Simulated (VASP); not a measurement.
Crystal: Ti3SnO8.

```
CELL_PARAMETERS angstrom
3.84901 0.00000 0.00000
0.00000 3.84901 0.00000
0.00000 0.00000 9.67755
ATOMIC_POSITIONS crystal
Ti 0.00000 0.00000 0.00000
Ti 0.00000 0.50000 0.25000
Ti 0.50000 0.00000 0.75000
Sn 0.50000 0.50000 0.50000
O 0.00000 0.00000 0.20810
O 0.50000 0.50000 0.70810
O 0.00000 0.50000 0.45810
O 0.50000 0.00000 0.95810
O 0.00000 0.50000 0.04190
O 0.50000 0.00000 0.54190
O 0.00000 0.00000 0.79190
O 0.50000 0.50000 0.29190
```

* Program: VASP 6.6.1
* Task: relaxation of cell and atoms
* Functional: PBE
* Potentials or basis: VASP PAW PBE potentials, release 64 (Ti_sv, Sn_d, O)
* Cutoff: 600 eV
* k mesh: 4 × 4 × 2
* Occupations: gaussian, width 0.1 eV
* Spin: collinear spin
* Starting moments: [1.0, 1.0, 1.0, 0.0, 0.0, 0.0, 0.0, 0.0, 0.0, 0.0, 0.0, 0.0] μB

At the start: pressure 6.0 GPa; volume 11.95 Å³/atom.

Task: How do energy, volume and symmetry change on relaxing?

Result: Over 16 steps the energy falls by 44.7 meV/atom and the volume is 12.36 Å³/atom (+3.4 %); space group P-4m2 (No. 115, to 0.1 Å) before and after; moment 0.00 μB per cell.

The path:
```tsv
step	energy change (eV)	largest force (eV/Å)	pressure (GPa)	volume (Å³)
1	0.0000	1.3507	6.00	143.37
2	-0.2094	0.9487	-6.65	152.85
3	-0.2492	1.0055	-3.38	150.00
4	-0.4299	0.4154	-0.67	148.28
5	-0.4503	0.7043	0.76	147.50
6	-0.5144	0.2602	-0.01	148.03
7	-0.5249	0.3304	-0.38	148.34
8	-0.5287	0.4037	0.51	147.76
9	-0.5327	0.1167	0.14	148.00
10	-0.5348	0.0529	0.05	148.18
11	-0.5349	0.0571	0.00	148.26
12	-0.5358	0.0474	-0.05	148.32
13	-0.5359	0.0781	-0.10	148.41
14	-0.5360	0.0634	-0.10	148.38
15	-0.5363	0.0433	0.15	148.24
16	-0.5364	0.0274	0.08	148.28
```

Final structure:
```
CELL_PARAMETERS angstrom
3.84136 0.00000 0.00000
0.00000 3.84136 0.00000
0.00000 0.00000 10.04877
ATOMIC_POSITIONS crystal
Ti 0.00000 0.00000 0.00000
Ti 0.00000 0.50000 0.23727
Ti 0.50000 0.00000 0.76273
Sn 0.50000 0.50000 0.50000
O 0.00000 0.00000 0.19752
O 0.50000 0.50000 0.71654
O 0.00000 0.50000 0.43894
O 0.50000 0.00000 0.96016
O 0.00000 0.50000 0.03984
O 0.50000 0.00000 0.56106
O 0.00000 0.00000 0.80248
O 0.50000 0.50000 0.28346
```
